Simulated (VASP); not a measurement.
A run of VASP 6.6.1 is set up as follows.

INCAR

```
  PREC = Accurate
  ENCUT = 520
  EDIFF = 1E-6
  ISMEAR = 0
  SIGMA = 0.02
  LREAL = False
  LASPH = True
  NELM = 80
  ALGO = Normal
  ISIF = 2
  LWAVE = False
  LCHARG = False
  LDIPOL = True
  IDIPOL = 3
  DIPOL = 0.5 0.5 0.500
  GGA = PE
  IVDW = 12
  NBANDS = 27
```

KPOINTS

```
regular mesh
0
Gamma
  9 9 1
```

The input POSCAR:

```
InSe
1.0
    3.8920000000      0.0000000000      0.0000000000
   -1.9460000000      3.3705708715      0.0000000000
    0.0000000000      0.0000000000     36.7199571806
Se In
2 2
Direct
    0.0000000000      0.0000000000      0.4234745921
    0.0000000000      0.0000000000      0.5764976464
    0.6666666667      0.3333333333      0.4602840497
    0.6666666667      0.3333333333      0.5396882496
```

Potentials or basis: VASP PAW PBE potentials, release 64 (Se, In_d).

The run is started by

```sh
$ cat potpaw_PBE.64/Se/POTCAR potpaw_PBE.64/In_d/POTCAR > POTCAR
$ mpirun -np 1 vasp_std > vasp.out
```

Q: Estimate the band gap on the k mesh.

A: 2.01 eV, direct.

Q: What does it give for the dispersion energy per atom?

A: -0.232 eV.

Forces on the atoms (eV/Å):
```
Se   0.000  0.000 -0.136
Se   0.000  0.000  0.136
In   0.000  0.000  0.684
In   0.000  0.000 -0.684
```

Caveat: spin-orbit coupling is left out, which moves the levels of the heavy elements.
